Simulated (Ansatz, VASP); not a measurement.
Two plane-wave programs on Be3TeSe2

```xyz
6
Lattice="3.7960 0.0000 0.0000 -1.8980 3.2874 0.0000 0.0000 0.0000 9.2368" Properties=species:S:1:pos:R:3 pbc="T T T"
Be    1.8980    1.0958    8.3260
Be    0.0000    0.0000    2.4505
Be    0.0000    2.1916    5.3915
Te    0.0000    0.0000   -0.0021
Se    1.8980    1.0958    6.0922
Se    0.0000    2.1916    3.1431
```

Alike in both runs: functional PBE; k mesh 4 × 4 × 2; occupations gaussian, width 0.15 eV; no spin polarisation.

Ansatz relaxed the structure, and its values are those at the end. VASP's run is a single point on that final structure, the one shown.

|  | VASP | Ansatz |
| --- | --- | --- |
| version | VASP 6.6.1 | Ansatz 0.2.0 |
| potentials or method | VASP PAW PBE potentials, release 64 (Be, Te, Se), cutoff 520 eV | scalar-relativistic, plane waves, PAW |
| valence electrons in the cell | 24 | 54 |

```csv
,VASP,Ansatz,Ansatz less VASP
gap on the k mesh at the Fermi level (eV),1.79,1.80,+0.014
least direct gap on the mesh (eV),2.58,2.58,+0.008
pressure (GPa),0.1,-0.1,-0.16
rms of the force components (eV/Å),0.007,0.008,+0.0004
```

The functional is the same, so the differences come from potentials, cutoffs and numerics. VASP's potentials hold 24 valence electrons a cell and Ansatz's 54, so a difference there can come from the potentials and not from the codes.

The k mesh is coarse, so the values compare programs but aren't converged. Spin-orbit coupling is off throughout.
